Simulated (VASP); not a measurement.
# TaSi2 (P6_222) in VASP: further runs

The runs below take TaSi2 through single point, with PBEsol.

Everything below comes from runs of VASP 6.6.1. Logs are shortened: lines on timing, memory, paths and dates and some standing lists are left out, and cuts for length are marked.

## (1) The cell of the first run

Symmetry: P6_222, No. 180, hexagonal system. The conventional cell has a = 4.523 Å, b = 4.523 Å, c = 6.884 Å, α = 90.00°, β = 90.00°, γ = 120.00°. Ta (site symmetry 222) has 10 Si at 2.58 to 2.67 Å and 4 Ta at 3.22 Å within 3.4 Å. Within 3.3 Å of Si (site symmetry 2) lie 9 Si at 2.50 to 3.29 Å and 5 Ta at 2.58 to 2.67 Å.

## (2) Single point, PBEsol (strain -0.050 along x and y, +0.050 along z)

INCAR

```
SYSTEM = TaSi2
  ALGO = Normal
  EDIFF = 1E-7
  ENCUT = 520
  GGA = PS
  ISIF = 2
  ISMEAR = 0
  LASPH = .True.
  LCHARG = .False.
  LREAL = .False.
  LWAVE = .False.
  NBANDS = 38
  NELM = 60
  PREC = Accurate
  SIGMA = 0.15
```

KPOINTS

```
k-points
0
Gamma
  12 12 6
  0 0 0
```

POSCAR

```
TaSi2
1.0
    4.5228165553      0.0000000000      0.0000000000
   -2.2614082776      3.9168740336      0.0000000000
    0.0000000000      0.0000000000      6.8835733572
Ta Si
3 6
Direct
    0.5000000000      0.0000000000      0.5000000000
    0.5000000000      0.5000000000      0.8333333333
    0.0000000000      0.5000000000      0.1666666667
    0.1592675430      0.3185350860      0.5000000000
    0.8407324570      0.1592675430      0.8333333333
    0.6814649140      0.8407324570      0.1666666667
    0.8407324570      0.6814649140      0.5000000000
    0.1592675430      0.8407324570      0.8333333333
    0.3185350860      0.1592675430      0.1666666667
```

Potentials or basis: VASP PAW PBE potentials, release 64 (Ta_pv, Si).

Command:

```
> cat potpaw_PBE.64/Ta_pv/POTCAR potpaw_PBE.64/Si/POTCAR > POTCAR
> mpirun -np 1 vasp_std > vasp.out
```

OUTCAR:

```text
SYSTEM = TaSi2
   EDIFF = 1E-7
   ENCUT = 520
   GGA = PS
   ISIF = 2
   ISMEAR = 0
   LASPH = .True.
   LREAL = .False.
   NELM = 60
   PREC = Accurate

 ion  position               nearest neighbor table
   1  0.500  0.000  0.500-   4 2.58   7 2.58   4 2.58   7 2.58   9 2.65   6 2.65   5 2.65   8 2.65
                             4 2.67   7 2.67   2 3.22   2 3.22   3 3.22   3 3.22
   2  0.500  0.500  0.833-   8 2.58   5 2.58   8 2.58   5 2.58   4 2.65   7 2.65   6 2.65   9 2.65
                             8 2.67   5 2.67   1 3.22   1 3.22   3 3.22   3 3.22
   3  0.000  0.500  0.167-   6 2.58   9 2.58   9 2.58   6 2.58   4 2.65   7 2.65   5 2.65   8 2.65
                             6 2.67   9 2.67   1 3.22   1 3.22   2 3.22   2 3.22
   4  0.159  0.319  0.500-   7 2.50   1 2.58   1 2.58   9 2.61   5 2.61   3 2.65   2 2.65   1 2.67
                             7 2.67   7 2.67
   5  0.841  0.159  0.833-   8 2.50   2 2.58   2 2.58   4 2.61   6 2.61   1 2.65   3 2.65   2 2.67
                             8 2.67   8 2.67
   6  0.681  0.841  0.167-   9 2.50   3 2.58   3 2.58   7 2.61   5 2.61   1 2.65   2 2.65   3 2.67
                             9 2.67   9 2.67
   7  0.841  0.681  0.500-   4 2.50   1 2.58   1 2.58   6 2.61   8 2.61   3 2.65   2 2.65   1 2.67
                             4 2.67   4 2.67
   8  0.159  0.841  0.833-   5 2.50   2 2.58   2 2.58   7 2.61   9 2.61   1 2.65   3 2.65   2 2.67
                             5 2.67   5 2.67
   9  0.319  0.159  0.167-   6 2.50   3 2.58   3 2.58   4 2.61   8 2.61   1 2.65   2 2.65   3 2.67
                             6 2.67   6 2.67

  LATTYP: Found a hexagonal cell.
 ALAT       =     4.5228165553
 C/A-ratio  =     1.5219660742

  Lattice vectors:

 A1 = (   4.5228165553,   0.0000000000,   0.0000000000)
 A2 = (  -2.2614082776,   3.9168740336,   0.0000000000)
 A3 = (   0.0000000000,   0.0000000000,   6.8835733572)

Analysis of symmetry for initial positions (statically):
=====================================================================
 Subroutine PRICEL returns:
 Original cell was already a primitive cell.

 Routine SETGRP: Setting up the symmetry group for a
 hexagonal supercell.

 Subroutine GETGRP returns: Found 12 space group operations
 (whereof  4 operations were pure point group operations)
 out of a pool of 24 trial point group operations.

The static configuration has the point symmetry D_2 .
 The point group associated with its full space group is D_6 .

Analysis of symmetry for dynamics (positions and initial velocities):
=====================================================================
 Subroutine PRICEL returns:
 Original cell was already a primitive cell.

 Routine SETGRP: Setting up the symmetry group for a
 hexagonal supercell.

 Subroutine GETGRP returns: Found 12 space group operations
 (whereof  4 operations were pure point group operations)
 out of a pool of 24 trial point group operations.

The dynamic configuration has the point symmetry D_2 .
 The point group associated with its full space group is D_6 .

 Subroutine INISYM returns: Found 12 space group operations
 (whereof  4 operations are pure point group operations),
 and found     1 'primitive' translations

----------------------------------------------------------------------------------------

                                     Primitive cell

  volume of cell :     121.9446

  direct lattice vectors                    reciprocal lattice vectors
     4.522816555  0.000000000  0.000000000     0.221101163  0.127652816  0.000000000
    -2.261408278  3.916874034  0.000000000     0.000000000  0.255305632  0.000000000
     0.000000000  0.000000000  6.883573357     0.000000000  0.000000000  0.145273385

  length of vectors
     4.522816555  4.522816555  6.883573357     0.255305632  0.255305632  0.145273385

  position of ions in fractional coordinates (direct lattice)
     0.500000000  0.000000000  0.500000000
     0.500000000  0.500000000  0.833333333
     1.000000000  0.500000000  0.166666667
     0.159267543  0.318535086  0.500000000
     0.840732457  0.159267543  0.833333333
     0.681464914  0.840732457  0.166666667
     0.840732457  0.681464914  0.500000000
     0.159267543  0.840732457  0.833333333
     0.318535086  0.159267543  0.166666667

  ion indices of the primitive-cell ions
   primitive index   ion index
                 1           1
                 2           2
                 3           3
                 4           4
                 5           5
                 6           6
                 7           7
                 8           8
                 9           9

----------------------------------------------------------------------------------------

 KPOINTS: k-points

Automatic generation of k-mesh.
 Grid dimensions read from file:
 generate k-points for:   12   12    6

 Generating k-lattice:

  Cartesian coordinates                     Fractional coordinates (reciprocal lattice)
     0.018425097  0.010637735  0.000000000     0.083333333  0.000000000  0.000000000
     0.000000000  0.021275469  0.000000000     0.000000000  0.083333333  0.000000000
     0.000000000  0.000000000  0.024212231     0.000000000  0.000000000  0.166666667

  Length of vectors
     0.021275469  0.021275469  0.024212231

  Shift w.r.t. Gamma in fractional coordinates (k-lattice)
     0.000000000  0.000000000  0.000000000

 Subroutine IBZKPT returns following result:
 ===========================================

 Found     76 irreducible k-points:

 Following reciprocal coordinates:
            Coordinates               Weight
  0.000000  0.000000  0.000000      1.000000
  0.083333  0.000000  0.000000      6.000000
  0.166667  0.000000  0.000000      6.000000
  0.250000  0.000000  0.000000      6.000000
  0.333333  0.000000  0.000000      6.000000
  0.416667 -0.000000  0.000000      6.000000
[... 16 lines left out ...]
  0.250000  0.000000  0.166667     12.000000
  0.333333  0.000000  0.166667     12.000000
 [... further k-points ...]
   k-points           NKPTS =     76   k-points in BZ     NKDIM =     76   number of bands    NBANDS=     38
   number of dos      NEDOS =    301   number of ions     NIONS =      9
   total plane-waves  NPLWV =  69984
   dimension x,y,z NGX =    36 NGY =   36 NGZ =   54
   dimension x,y,z NGXF=    72 NGYF=   72 NGZF=  108
   ions per type =               3   6
   NGX,Y,Z   is equivalent  to a cutoff of  13.23, 13.23, 13.04 a.u.
   NGXF,Y,Z  is equivalent  to a cutoff of  26.47, 26.47, 26.08 a.u.
 SYSTEM =  TaSi2
   PREC   = accura    normal or accurate (medium, high low for compatibility)
   ISTART =      0    job   : 0-new  1-cont  2-samecut
   ICHARG =      2    charge: 1-file 2-atom 10-const
   ISPIN  =      1    spin polarized calculation?
   LNONCOLLINEAR =      F non collinear calculations
   LSORBIT =      F    spin-orbit coupling
   LASPH  =      T    aspherical Exc in radial PAW
   ENCUT  =  520.0 eV  38.22 Ry    6.18 a.u.   8.41  8.41 12.80*2*pi/ulx,y,z
   NELM   =     60;   NELMIN=  2; NELMDL= -5     # of ELM steps
   EDIFF  = 0.1E-06   stopping-criterion for ELM
   LREAL  =      F    real-space projection
   EDIFFG = 0.1E-05   stopping-criterion for IOM
   NSW    =      0    number of steps for IOM
   IBRION =     -1    ionic relax: 0-MD 1-quasi-New 2-CG
   NFREE  =      0    steps in history (QN), initial steepest desc. (CG)
   ISIF   =      2    stress and relaxation
   ISYM   =      2    0-nonsym 1-usesym 2-fastsym
   POTIM  = 0.5000    time-step for ionic-motion
   TEBEG  =    0.0;   TEEND  =   0.0 temperature during run
   PSTRESS=    0.0 pullay stress
   NELECT =      57.0000    total number of electrons
   NUPDOWN=      -1.0000    fix difference up-down
   EMIN   =  10.00;   EMAX   =-10.00  energy-range for DOS
   EFERMI =   0.00;   METHOD = LEGACY
   ISMEAR =     0;   SIGMA  =   0.15  broadening in eV -4-tet -1-fermi 0-gaus
   EFERMI_NEDOS =   21; number of points for ismear=-14 and -15
   IALGO  =     38    algorithm
   IMIX   =      4    mixing-type and parameters
     AMIX     =   0.40;   BMIX     =  1.00
     AMIX_MAG =   1.60;   BMIX_MAG =  1.00
  volume/ion in A,a.u.               =      13.55        91.44
  Fermi-wavevector in a.u.,A,eV,Ry     =   1.270512  2.400920 21.962552  1.614202
  Thomas-Fermi vector in A             =   2.403496
   LORBIT       =      0    0 simple, 1 ext, 2 COOP (PROOUT), +10 PAW based schemes
   GGA     = PS    functional components
   LHFCALC =     F    Hartree Fock is set to
   AEXX    =    0.0000 exact exchange contribution
   IVDW    =     0    specifies the selected vdW correction
   LEPSILON=     F    determine dielectric tensor
   LRPA    =     F    only Hartree local field effects (RPA)
 non-spin polarized calculation
 Gauss-broadening in eV      SIGMA  =   0.15
  energy-cutoff  :      520.00
  volume of cell :      121.94
 maximum number of plane-waves:      3338
 NGX is ok and might be reduce to    36
   NGX = 17   NGY = 17   NGZ = 25

 number of electron      57.0000000 magnetization

 Free energy of the ion-electron system (eV)
  ---------------------------------------------------
  ext. energy  EPLUGINS =         0.00000000
  ---------------------------------------------------
  free energy    TOTEN  =       -76.26184738 eV

  energy without entropy =      -76.22687492  energy(sigma->0) =      -76.24436115

 E-fermi :   9.9036     XC(G=0): -12.4533

 val. band max:        9.8900886962   @ k =   0.2500   0.1667   0.1667
 cond. band min:       9.9132804710   @ k =   0.3333   0.2500   0.3333
 fundamental gap:      0.0231917748
 Fermi energy:         9.9036499686

 k-point     1 :       0.0000    0.0000    0.0000
  band No.  band energies     occupation
      1     -24.1833      2.00000
      2     -24.1833      2.00000
      3     -24.0828      2.00000
      4     -24.0533      2.00000
      5     -24.0533      2.00000
      6     -23.9770      2.00000
[... 30 lines left out ...]
     37      14.3272      0.00000
     38      14.5833      0.00000
[... 941 lines left out ...]
     37      14.2444      0.00000
     38      14.5914      0.00000

 [... further k-points ...]

------------------------ aborting loop because EDIFF is reached ----------------------------------------

  FORCE on cell =-STRESS in cart. coord.  units (eV):
  Direction    XX          YY          ZZ          XY          YZ          ZX
  --------------------------------------------------------------------------------------
  -------------------------------------------------------------------------------------
  Total       18.6781254     18.6781254     -8.0858100      0.0000000      0.0000000      0.0000000
  in kB      245.4038352    245.4038352   -106.2359715      0.0000000      0.0000000      0.0000000
  external PRESSURE =     128.1905663 kB  Pullay stress =       0.0000000 kB

 VOLUME and BASIS-vectors are now :
 -----------------------------------------------------------------------------
  energy-cutoff  :      520.00
  volume of cell :      121.94
      direct lattice vectors                 reciprocal lattice vectors
     4.522816555  0.000000000  0.000000000     0.221101163  0.127652816  0.000000000
    -2.261408278  3.916874034  0.000000000     0.000000000  0.255305632  0.000000000
     0.000000000  0.000000000  6.883573357     0.000000000  0.000000000  0.145273385

 POSITION                                       TOTAL-FORCE (eV/Angst)
 -----------------------------------------------------------------------------------
      2.26141      0.00000      3.44179        -0.000000      0.000000     -0.000000
      1.13070      1.95844      5.73631        -0.000000      0.000000     -0.000000
     -1.13070      1.95844      1.14726        -0.000000      0.000000      0.000000
      0.00000      1.24766      3.44179         0.000000      0.396856     -0.000000
      3.44231      0.62383      5.73631        -0.343687      0.198428     -0.000000
      1.18090      3.29304      1.14726        -0.343687     -0.198428      0.000000
      2.26141      2.66921      3.44179        -0.000000     -0.396856     -0.000000
     -1.18090      3.29304      5.73631         0.343687     -0.198428      0.000000
      1.08051      0.62383      1.14726         0.343687      0.198428     -0.000000
 -----------------------------------------------------------------------------------
    total drift:                                0.000000     -0.000000      0.000000

  FREE ENERGIE OF THE ION-ELECTRON SYSTEM (eV)
  ---------------------------------------------------
  free  energy   TOTEN  =       -76.2618473832 eV

  energy  without entropy=      -76.2268749184  energy(sigma->0) =      -76.24436115
```

Wall time 3.8 min (1 thread of AMD EPYC 9R45 (Zen 5), shared host); peak memory 0.39 GiB.

Results:

* Free energy: -76.2618 eV
* Pressure: 12.8 GPa
* Largest force: 0.397 eV/Å
* Band gap on the k mesh: zero (an odd number of electrons rules out a gap without spin polarisation)

Forces on the atoms (eV/Å):
```
Ta   0.000  0.000  0.000
Ta   0.000  0.000  0.000
Ta   0.000  0.000  0.000
Si   0.000  0.397  0.000
Si  -0.344  0.198  0.000
Si  -0.344 -0.198  0.000
Si   0.000 -0.397  0.000
Si   0.344 -0.198  0.000
Si   0.344  0.198  0.000
```

Caveat: the cell differs from its parent crystal (strain -0.050 along x and y, +0.050 along z); the cell stands under pressure; the PAW data sets were made with another functional, which shifts forces and pressure a little; spin-orbit coupling is left out, which moves the levels of the heavy elements.

## (3) Single point, PBEsol (strain +0.000 along x and y, -0.050 along z)

INCAR

```
SYSTEM = TaSi2
ALGO = Normal
EDIFF = 1E-6
ENCUT = 520
GGA = PS
ISIF = 2
ISMEAR = 0
LASPH = .TRUE.
LCHARG = .FALSE.
LREAL = .FALSE.
LWAVE = .FALSE.
NBANDS = 38
NELM = 80
PREC = Accurate
SIGMA = 0.15
```

KPOINTS

```
k-points
0
G
  12 12 6
  0 0 0
```

POSCAR: that of step 2 with these lines changed.

```diff
@@ -2,5 +2,5 @@
 1.0
-    4.5228165553      0.0000000000      0.0000000000
-   -2.2614082776      3.9168740336      0.0000000000
-    0.0000000000      0.0000000000      6.8835733572
+    4.7608595319      0.0000000000      0.0000000000
+   -2.3804297659      4.1230252985      0.0000000000
+    0.0000000000      0.0000000000      6.2279949422
 Ta Si
```

Potentials or basis: VASP PAW PBE potentials, release 64 (Ta_pv, Si).

Command:

```
> cat potpaw_PBE.64/Ta_pv/POTCAR potpaw_PBE.64/Si/POTCAR > POTCAR
> mpirun -np 1 vasp_std > vasp.out
```

Run time: 3 min. Hardware: 1 thread of AMD EPYC 9R45 (Zen 5), shared host; peak memory 0.38 GiB.

It converged, with:

| Property | Result |
| --- | --- |
| Free energy | -76.7940 eV |
| Pressure | 13.9 GPa |
| Largest force | 0.182 eV/Å |
| Band gap on the k mesh | zero (an odd number of electrons rules out a gap without spin polarisation) |

Forces on the atoms (eV/Å):
```
Ta   0.000  0.000  0.000
Ta   0.000  0.000  0.000
Ta   0.000  0.000  0.000
Si   0.000 -0.182  0.000
Si   0.157 -0.091  0.000
Si   0.157  0.091  0.000
Si   0.000  0.182  0.000
Si  -0.157  0.091  0.000
Si  -0.157 -0.091  0.000
```

Stress tensor (GPa, compression positive):
```
 5.92  0.00  0.00
 0.00  5.92  0.00
 0.00  0.00 29.95
```

Levels at points of the mesh, in eV from the Fermi level:
| k point | band 25 | band 26 | band 27 | band 28 | band 29 | band 30 | band 31 | band 32 | band 33 | band 34 |
| --- | --- | --- | --- | --- | --- | --- | --- | --- | --- | --- |
| (0.00, 0.00, 0.00) | -2.45 | -2.45 | -2.18 | -2.18 | -1.64 | 0.90 | 2.94 | 2.94 | 3.46 | 3.82 |
| (0.50, 0.00, 0.00) | -1.91 | -1.26 | -0.72 | -0.13 | -0.02 | 0.88 | 1.33 | 1.48 | 2.49 | 2.50 |
| (0.00, 0.00, 0.50) | -2.43 | -2.17 | -2.03 | -2.03 | 1.57 | 1.57 | 3.13 | 3.13 | 3.72 | 3.72 |
| (0.50, 0.00, 0.50) | -2.07 | -2.06 | -1.65 | -0.78 | -0.59 | 1.54 | 2.01 | 2.55 | 2.57 | 2.85 |

Caveat: the cell differs from its parent crystal (strain +0.000 along x and y, -0.050 along z); the cell stands under pressure; the PAW data sets were made with another functional, which shifts forces and pressure a little; spin-orbit coupling is left out, which moves the levels of the heavy elements.
